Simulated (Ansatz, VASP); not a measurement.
**Two plane-wave programs on GaP**

Contents of INCAR:

```
SYSTEM = GaP
ALGO = Normal
EDIFF = 1E-7
ENCUT = 520
GGA = PE
ISIF = 2
ISMEAR = 0
LASPH = .TRUE.
LCHARG = .TRUE.
LELF = .TRUE.
LREAL = .FALSE.
LVHAR = .TRUE.
LWAVE = .FALSE.
NBANDS = 16
NELM = 100
PREC = Accurate
SIGMA = 0.05
```

Contents of KPOINTS:

```
k-points
0
G
  8 8 8
  0 0 0
```

The input POSCAR:

```
GaP
1.0
    0.0000000000      2.9432700000      2.6162400000
    2.9432700000      0.0000000000      2.6162400000
    2.9432700000      2.9432700000      0.0000000000
Ga P
1 1
Direct
    0.0000000000      0.0000000000      0.0000000000
    0.7500000000      0.7500000000      0.7500000000
```

Input for Ansatz:

```yaml
crystal:
  lattice:
    - [0.0, 2.94327, 2.61624]
    - [2.94327, 0.0, 2.61624]
    - [2.94327, 2.94327, 0.0]
  atoms:
    - { symbol: Ga, position: [0.0, 0.0, 0.0] }
    - { symbol: P, position: [0.75, 0.75, 0.75] }
basis:
  ecutwfc: 420
kpoints:
  mp_grid: { grid: [8, 8, 8] }
hamiltonian:
  xc: pbe
scf:
  occupations: { method: gaussian, width: 0.05 }
output:
  forces: true
  stress: true
  eigenvalues: true
  write_density: true
  write_potential: true
  elf: true
  volumetric_format: npy
```

Change from the starting cell: strain +0.080 along x and y, -0.040 along z, atoms carried along.

Alike in both runs: task single point; functional PBE; k mesh 8 × 8 × 8; occupations gaussian, width 0.05 eV; no spin polarisation.

|  | VASP | Ansatz |
| --- | --- | --- |
| version | VASP 6.6.1 | Ansatz 0.2.0 |
| potentials or method | VASP PAW PBE potentials, release 64 (Ga_d, P), cutoff 520 eV | scalar-relativistic, plane waves, PAW |
| valence electrons in the cell | 18 | 18 |

VASP gave:

* gap on the k mesh at the Fermi level (eV): 0.49
* least direct gap on the mesh (eV): 0.49
* pressure (GPa): -5.4
* traceless stress, the component that is largest in VASP (GPa): 4.52

Q: Estimate Ansatz's values.

A: gap on the k mesh at the Fermi level (eV): 0.50; least direct gap on the mesh (eV): 0.50; pressure (GPa): -5.4; traceless stress, the component that is largest in VASP (GPa): 4.52.

The functional is the same, so the differences come from potentials, cutoffs and numerics.
